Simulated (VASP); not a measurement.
Set up this calculation in VASP 6.6.1, as the native input.

- Task: single point
- Functional: r2SCAN
- Dispersion: D3(BJ)
- Potentials or basis: VASP PAW PBE potentials, release 64 (K_sv, I)
- Cutoff: 520 eV
- k mesh: 3 × 3 × 2
- Occupations: methfessel-paxton, width 0.15 eV
- Spin: no spin polarisation
- Dipole correction: no
- Further INCAR settings: ALGO = Normal; EDIFF = 1e-06; NBANDS = 24

KI:

```
CELL_PARAMETERS angstrom
2.51266 -4.25523 0.00000
2.51266 4.25523 0.00000
0.00000 0.00000 8.67659
ATOMIC_POSITIONS crystal
K 0.50000 0.50000 0.50000
K 0.50000 0.50000 0.00000
I 0.84023 0.15977 0.25000
I 0.15977 0.84023 0.75000
```

These files were run (other wordings do the same):

POSCAR

```
KI
1.0
    2.5126600000     -4.2552300000      0.0000000000
    2.5126600000      4.2552300000      0.0000000000
    0.0000000000      0.0000000000      8.6765900000
K I
2 2
Direct
    0.5000000000      0.5000000000      0.5000000000
    0.5000000000      0.5000000000      0.0000000000
    0.8402300000      0.1597700000      0.2500000000
    0.1597700000      0.8402300000      0.7500000000
```

INCAR.step1

```
PREC = Accurate ; ENCUT = 520
ISMEAR = 1 ; SIGMA = 0.15
LREAL = F ; LASPH = T
NELM = 100 ; NBANDS = 24
GGA = PE ; ALGO = Normal
EDIFF = 1E-4 ; LWAVE = T
LCHARG = F
```

INCAR.step2

```
PREC = Accurate ; ENCUT = 520
EDIFF = 1E-6 ; ISMEAR = 1
SIGMA = 0.15 ; LREAL = F
LASPH = T ; NELM = 100
ALGO = Normal ; ISIF = 2
LWAVE = F ; LCHARG = F
METAGGA = R2SCAN ; LMIXTAU = T
IVDW = 12 ; VDW_S6 = 1.0
VDW_S8 = 0.78981345 ; VDW_A1 = 0.49484001
VDW_A2 = 5.73083694 ; NBANDS = 24
ISTART = 1
```

KPOINTS

```
Automatic mesh
0
Gamma
  3 3 2
```

Potentials or basis: VASP PAW PBE potentials, release 64 (K_sv, I).

The run is started by

```bash
$ cat potpaw_PBE.64/K_sv/POTCAR potpaw_PBE.64/I/POTCAR > POTCAR
$ cp INCAR.step1 INCAR
$ mpirun -np 1 vasp_std > vasp.out
$ cp INCAR.step2 INCAR
$ mpirun -np 1 vasp_std > vasp.out
```

Results of the run:

```
Pressure                   : -0.8 GPa
Largest force              : 0.034 eV/Å
Band gap on the k mesh     : 4.38 eV, direct
Dispersion energy per atom : -0.104 eV
```

Caveat: the k points lie up to 0.48 Å⁻¹ apart; the PAW data sets were made with another functional, which shifts forces and pressure a little; spin-orbit coupling is left out, which moves the levels of the heavy elements.

Wall time 2.3 min on 1 thread of Intel(R) Xeon(R) Platinum 8559C (Emerald Rapids), on a shared host, peak memory 0.37 GiB.
